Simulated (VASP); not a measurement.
Input of a VASP 6.6.1 run:

INCAR

```
ALGO = Normal
EDIFF = 1E-7
EDIFFG = -0.001
ENCUT = 600
GGA = PS
IBRION = 2
ISIF = 3
ISMEAR = -1
LASPH = T
LCHARG = F
LREAL = F
LWAVE = F
NELM = 100
NSW = 80
PREC = Accurate
SIGMA = 0.15
```

The input KPOINTS:

```
k-points
0
Gamma
  12 12 8
```

POSCAR

```
CuSn
1.0
    4.1199822534      0.0000000000      0.0000000000
   -2.0599911267      3.5680092946      0.0000000000
    0.0000000000      0.0000000000      4.9745038170
Cu Sn
2 2
Direct
    0.0000000000      0.0000000000      0.0000000000
    0.0000000000      0.0000000000      0.5000000000
    0.3333333333      0.6666666667      0.2500000000
    0.6666666667      0.3333333333      0.7500000000
```

Potentials or basis: VASP PAW PBE potentials, release 64 (Cu, Sn_d).

Run with:

```console
$ cat potpaw_PBE.64/Cu/POTCAR potpaw_PBE.64/Sn_d/POTCAR > POTCAR
$ mpirun -np 1 vasp_std > vasp.out
```

(1) What does it give for the relaxed cell?

(2) What does it give for the space group after relaxing (to 0.05 Å)?

Answers

(1) a = 4.123 Å, b = 4.123 Å, c = 4.990 Å, α = 90.00°, β = 90.00°, γ = 120.00°.

(2) P6_3/mmc (No. 194).
